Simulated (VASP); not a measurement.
Here is a VASP 6.6.1 calculation.

INCAR

```
SYSTEM = Ti3N5
PREC = Accurate
ENCUT = 520
EDIFF = 1E-7
ISMEAR = 0
SIGMA = 0.1
LREAL = .FALSE.
LASPH = .TRUE.
NELM = 150
ALGO = Normal
ISIF = 2
LWAVE = .FALSE.
LCHARG = .FALSE.
ISPIN = 2
MAGMOM = 0 0 0 0 3 0 0 0
LORBIT = 11
LMAXMIX = 4
LDIPOL = .TRUE.
IDIPOL = 3
DIPOL = 0.5 0.5 0.347
GGA = PE
NBANDS = 44
```

File KPOINTS:

```
Automatic mesh
0
G
  9 9 1
  0 0 0
```

The input POSCAR:

```
Ti3N5
1.0
    3.0028555063      0.0000000000      0.0000000000
   -1.5014277532      2.6005491524      0.0000000000
    0.0000000000      0.0000000000     24.1233847547
N Ti
5 3
Direct
    0.3333333333      0.6666666667      0.1658142106
    0.0000000000      0.0000000000      0.2674509120
    0.6666666667      0.3333333333      0.3654788005
    0.3333333333      0.6666666667      0.4611038156
    0.8888888889      0.1111111111      0.5477417406
    0.6666666667      0.3333333333      0.2166325614
    0.3333333333      0.6666666667      0.3190139885
    0.0000000000      0.0000000000      0.4290633808
```

Potentials or basis: VASP PAW PBE potentials, release 64 (N, Ti_sv).

Run with:

```sh
$ cat potpaw_PBE.64/N/POTCAR potpaw_PBE.64/Ti_sv/POTCAR > POTCAR
$ mpirun -np 1 vasp_std > vasp.out
```

(1) What does it give for the net moment?

(2) What does it give for the largest force?

(3) What does it give for the site moments?

Results:

(1) 2.93 μB per cell.

(2) 5.714 eV/Å.

(3) N -0.02, +0.00, +0.01, +0.04, +1.89; Ti +0.01, -0.01, +0.07 μB.
